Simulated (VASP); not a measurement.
# Rh (Fm-3m) in VASP: notebook

Aim: see how the results for Rh move with the level of theory and the settings. Levels: PBE, RPBE+D4, revPBE, RPBE. Tasks: single point, relaxation of cell and atoms.

Everything below comes from runs of VASP 6.6.1. Logs are shortened: lines on timing, memory, paths and dates and some standing lists are left out, and cuts for length are marked.

**1. The cell of the first run**

It takes space group Fm-3m (No. 225, cubic). Conventional cell: a = 3.796 Å, b = 3.796 Å, c = 3.796 Å, α = 90.00°, β = 90.00°, γ = 90.00°. Rh (site symmetry m-3m) has 12 Rh at 2.68 Å within 3.5 Å.

**2. Single point, PBE**

The input, INCAR:

```
ALGO = Fast
EDIFF = 1E-7
ENCUT = 520
GGA = PE
ISIF = 2
ISMEAR = 0
LASPH = True
LCHARG = False
LREAL = False
LWAVE = False
NBANDS = 14
NELM = 60
PREC = Accurate
SIGMA = 0.020999999999999998
```

The input, KPOINTS:

```
k-points
0
Gamma
  12 12 12
```

The input, POSCAR:

```
Rh
1.0
    0.0000000000      1.8978500000      1.8978500000
    1.8978500000      0.0000000000      1.8978500000
    1.8978500000      1.8978500000      0.0000000000
Rh
1
Direct
    0.0000000000      0.0000000000      0.0000000000
```

Potentials or basis: VASP PAW PBE potentials, release 64 (Rh_pv).

The run is started by

```bash
$ cat potpaw_PBE.64/Rh_pv/POTCAR > POTCAR
$ mpirun -np 1 vasp_std > vasp.out
```

OUTCAR:

```text
EDIFF = 1E-7
   ENCUT = 520
   GGA = PE
   ISIF = 2
   ISMEAR = 0
   LASPH = True
   LREAL = False
   NELM = 60
   PREC = Accurate

 ion  position               nearest neighbor table
   1  0.000  0.000  0.000-

  LATTYP: Found a face centered cubic cell.
 ALAT       =     3.7957000000

  Lattice vectors:

 A1 = (   0.0000000000,   1.8978500000,   1.8978500000)
 A2 = (   1.8978500000,   0.0000000000,   1.8978500000)
 A3 = (   1.8978500000,   1.8978500000,   0.0000000000)

Analysis of symmetry for initial positions (statically):
=====================================================================
 Subroutine PRICEL returns:
 Original cell was already a primitive cell.

 Routine SETGRP: Setting up the symmetry group for a
 face centered cubic supercell.

 Subroutine GETGRP returns: Found 48 space group operations
 (whereof 48 operations were pure point group operations)
 out of a pool of 48 trial point group operations.

The static configuration has the point symmetry O_h .

Analysis of symmetry for dynamics (positions and initial velocities):
=====================================================================
 Subroutine PRICEL returns:
 Original cell was already a primitive cell.

 Routine SETGRP: Setting up the symmetry group for a
 face centered cubic supercell.

 Subroutine GETGRP returns: Found 48 space group operations
 (whereof 48 operations were pure point group operations)
 out of a pool of 48 trial point group operations.

The dynamic configuration has the point symmetry O_h .

 Subroutine INISYM returns: Found 48 space group operations
 (whereof 48 operations are pure point group operations),
 and found     1 'primitive' translations

----------------------------------------------------------------------------------------

                                     Primitive cell

  volume of cell :      13.6715

  direct lattice vectors                    reciprocal lattice vectors
     0.000000000  1.897850000  1.897850000    -0.263456016  0.263456016  0.263456016
     1.897850000  0.000000000  1.897850000     0.263456016 -0.263456016  0.263456016
     1.897850000  1.897850000  0.000000000     0.263456016  0.263456016 -0.263456016

  length of vectors
     2.683965209  2.683965209  2.683965209     0.456319205  0.456319205  0.456319205

  position of ions in fractional coordinates (direct lattice)
     0.000000000  0.000000000  0.000000000

  ion indices of the primitive-cell ions
   primitive index   ion index
                 1           1

----------------------------------------------------------------------------------------

 KPOINTS: k-points

Automatic generation of k-mesh.
 Grid dimensions read from file:
 generate k-points for:   12   12   12

 Generating k-lattice:

  Cartesian coordinates                     Fractional coordinates (reciprocal lattice)
    -0.021954668  0.021954668  0.021954668     0.083333333  0.000000000  0.000000000
     0.021954668 -0.021954668  0.021954668     0.000000000  0.083333333  0.000000000
     0.021954668  0.021954668 -0.021954668     0.000000000  0.000000000  0.083333333

  Length of vectors
     0.038026600  0.038026600  0.038026600

  Shift w.r.t. Gamma in fractional coordinates (k-lattice)
     0.000000000  0.000000000  0.000000000

 Subroutine IBZKPT returns following result:
 ===========================================

 Found     72 irreducible k-points:

 Following reciprocal coordinates:
            Coordinates               Weight
  0.000000  0.000000  0.000000      1.000000
  0.083333  0.000000  0.000000      8.000000
  0.166667  0.000000  0.000000      8.000000
  0.250000  0.000000  0.000000      8.000000
  0.333333  0.000000  0.000000      8.000000
  0.416667  0.000000  0.000000      8.000000
[... 16 lines left out ...]
  0.500000  0.166667  0.000000     24.000000
 -0.416667  0.166667  0.000000     24.000000
 [... further k-points ...]
   k-points           NKPTS =     72   k-points in BZ     NKDIM =     72   number of bands    NBANDS=     14
   number of dos      NEDOS =    301   number of ions     NIONS =      1
   total plane-waves  NPLWV =   8000
   dimension x,y,z NGX =    20 NGY =   20 NGZ =   20
   dimension x,y,z NGXF=    40 NGYF=   40 NGZF=   40
   ions per type =               1
   NGX,Y,Z   is equivalent  to a cutoff of  12.39, 12.39, 12.39 a.u.
   NGXF,Y,Z  is equivalent  to a cutoff of  24.78, 24.78, 24.78 a.u.
 SYSTEM =  unknown system
   PREC   = accura    normal or accurate (medium, high low for compatibility)
   ISTART =      0    job   : 0-new  1-cont  2-samecut
   ICHARG =      2    charge: 1-file 2-atom 10-const
   ISPIN  =      1    spin polarized calculation?
   LNONCOLLINEAR =      F non collinear calculations
   LSORBIT =      F    spin-orbit coupling
   LASPH  =      T    aspherical Exc in radial PAW
   ENCUT  =  520.0 eV  38.22 Ry    6.18 a.u.   4.99  4.99  4.99*2*pi/ulx,y,z
   NELM   =     60;   NELMIN=  2; NELMDL= -5     # of ELM steps
   EDIFF  = 0.1E-06   stopping-criterion for ELM
   LREAL  =      F    real-space projection
   EDIFFG = 0.1E-05   stopping-criterion for IOM
   NSW    =      0    number of steps for IOM
   IBRION =     -1    ionic relax: 0-MD 1-quasi-New 2-CG
   NFREE  =      0    steps in history (QN), initial steepest desc. (CG)
   ISIF   =      2    stress and relaxation
   ISYM   =      2    0-nonsym 1-usesym 2-fastsym
   POTIM  = 0.5000    time-step for ionic-motion
   TEBEG  =    0.0;   TEEND  =   0.0 temperature during run
   PSTRESS=    0.0 pullay stress
   NELECT =      15.0000    total number of electrons
   NUPDOWN=      -1.0000    fix difference up-down
   EMIN   =  10.00;   EMAX   =-10.00  energy-range for DOS
   EFERMI =   0.00;   METHOD = LEGACY
   ISMEAR =     0;   SIGMA  =   0.02  broadening in eV -4-tet -1-fermi 0-gaus
   EFERMI_NEDOS =   21; number of points for ismear=-14 and -15
   IALGO  =     68    algorithm
   IMIX   =      4    mixing-type and parameters
     AMIX     =   0.40;   BMIX     =  1.00
     AMIX_MAG =   1.60;   BMIX_MAG =  1.00
  volume/ion in A,a.u.               =      13.67        92.26
  Fermi-wavevector in a.u.,A,eV,Ry     =   1.688496  3.190795 38.790465  2.851019
  Thomas-Fermi vector in A             =   2.770792
   LORBIT       =      0    0 simple, 1 ext, 2 COOP (PROOUT), +10 PAW based schemes
   GGA     = PE    functional components
   LHFCALC =     F    Hartree Fock is set to
   AEXX    =    0.0000 exact exchange contribution
   IVDW    =     0    specifies the selected vdW correction
   LEPSILON=     F    determine dielectric tensor
   LRPA    =     F    only Hartree local field effects (RPA)
 non-spin polarized calculation
 RMM-DIIS sequential band-by-band and
 Gauss-broadening in eV      SIGMA  =   0.02
  energy-cutoff  :      520.00
  volume of cell :       13.67
 maximum number of plane-waves:       380
   NGX =  9   NGY =  9   NGZ =  9

 number of electron      15.0000007 magnetization

 Free energy of the ion-electron system (eV)
  ---------------------------------------------------
  ext. energy  EPLUGINS =         0.00000000
  ---------------------------------------------------
  free energy    TOTEN  =        -7.25255771 eV

  energy without entropy =       -7.25207456  energy(sigma->0) =       -7.25231613

 E-fermi :  12.0589     XC(G=0): -14.0712

 val. band max:       12.0444615536   @ k =   0.3333   0.1667   0.0000
 cond. band min:      12.0712493766   @ k =   0.5000   0.4167   0.0000
 fundamental gap:      0.0267878229
 Fermi energy:        12.0588521081

 k-point     1 :       0.0000    0.0000    0.0000
  band No.  band energies     occupation
      1     -34.4037      2.00000
      2     -34.4037      2.00000
      3     -34.4037      2.00000
      4       4.0068      2.00000
      5       8.8903      2.00000
      6       8.8903      2.00000
      7       8.8903      2.00000
      8      10.9922      2.00000
      9      10.9922      2.00000
     10      28.0011      0.00000
     11      32.4788      0.00000
     12      33.4934      0.00000
     13      33.4934      0.00000
     14      33.4934      0.00000

 k-point     2 :       0.0833    0.0000    0.0000
  band No.  band energies     occupation
      1     -34.4554      2.00000
      2     -34.4107      2.00000
      3     -34.4107      2.00000
      4       4.2852      2.00000
      5       8.7708      2.00000
      6       8.9967      2.00000
      7       8.9967      2.00000
      8      10.9349      2.00000
      9      10.9349      2.00000
     10      28.3995      0.00000
     11      32.0996      0.00000
     12      32.4819      0.00000
     13      33.9025      0.00000
     14      33.9025      0.00000

 k-point     3 :       0.1667    0.0000    0.0000
  band No.  band energies     occupation
      1     -34.5952      2.00000
      2     -34.4296      2.00000
      3     -34.4296      2.00000
      4       5.0243      2.00000
      5       8.5596      2.00000
      6       9.2123      2.00000
      7       9.2123      2.00000
      8      10.8866      2.00000
      9      10.8866      2.00000
     10      29.2286      0.00000
     11      29.7515      0.00000
     12      32.4791      0.00000
     13      35.0376      0.00000
     14      35.0376      0.00000
[... 324 lines left out ...]
 k-point    23 :       0.5000    0.1667    0.0000
  band No.  band energies     occupation
      1     -35.0740      2.00000
      2     -34.6178      2.00000
      3     -34.5498      2.00000
      4       6.5041      2.00000
      5       8.2084      2.00000
      6       9.5800      2.00000
      7       9.6813      2.00000
      8      12.6245      0.00000
      9      15.5699      0.00000
     10      21.2076      0.00000
     11      28.4032      0.00000
     12      31.5189      0.00000
     13      31.8624      0.00000
     14      32.4850      0.00000

 k-point    24 :      -0.4167    0.1667    0.0000
  band No.  band energies     occupation
      1     -35.0805      2.00000
      2     -34.6424      2.00000
      3     -34.5344      2.00000
      4       6.5719      2.00000
      5       8.2222      2.00000
      6       9.4886      2.00000
      7       9.9236      2.00000
      8      12.2529      0.00000
      9      16.1453      0.00000
     10      20.7944      0.00000
     11      28.0745      0.00000
     12      30.9579      0.00000
     13      32.4813      0.00000
     14      32.6427      0.00000

 [... further k-points ...]

------------------------ aborting loop because EDIFF is reached ----------------------------------------

  FORCE on cell =-STRESS in cart. coord.  units (eV):
  Direction    XX          YY          ZZ          XY          YZ          ZX
  --------------------------------------------------------------------------------------
  -------------------------------------------------------------------------------------
  Total        0.6201089      0.6201089      0.6201089     -0.0000000      0.0000000     -0.0000000
  in kB       72.6713000     72.6713000     72.6713000     -0.0000000      0.0000000     -0.0000000
  external PRESSURE =      72.6713000 kB  Pullay stress =       0.0000000 kB

 VOLUME and BASIS-vectors are now :
 -----------------------------------------------------------------------------
  energy-cutoff  :      520.00
  volume of cell :       13.67
      direct lattice vectors                 reciprocal lattice vectors
     0.000000000  1.897850000  1.897850000    -0.263456016  0.263456016  0.263456016
     1.897850000  0.000000000  1.897850000     0.263456016 -0.263456016  0.263456016
     1.897850000  1.897850000  0.000000000     0.263456016  0.263456016 -0.263456016

 POSITION                                       TOTAL-FORCE (eV/Angst)
 -----------------------------------------------------------------------------------
      0.00000      0.00000      0.00000         0.000000      0.000000      0.000000
 -----------------------------------------------------------------------------------
    total drift:                                0.000000      0.000000      0.000000

  FREE ENERGIE OF THE ION-ELECTRON SYSTEM (eV)
  ---------------------------------------------------
  free  energy   TOTEN  =        -7.2525577071 eV

  energy  without entropy=       -7.2520745580  energy(sigma->0) =       -7.25231613
```

Wall time 11 s (1 thread of Intel Xeon Platinum 8488C (Sapphire Rapids), shared host); peak memory 0.13 GiB.

Results:

- Free energy: -7.2526 eV
- Pressure: 7.3 GPa
- Band gap on the k mesh: zero (an odd number of electrons rules out a gap without spin polarisation)

Caveat: the cell stands under pressure.

(Continued in part 2 of 2.)
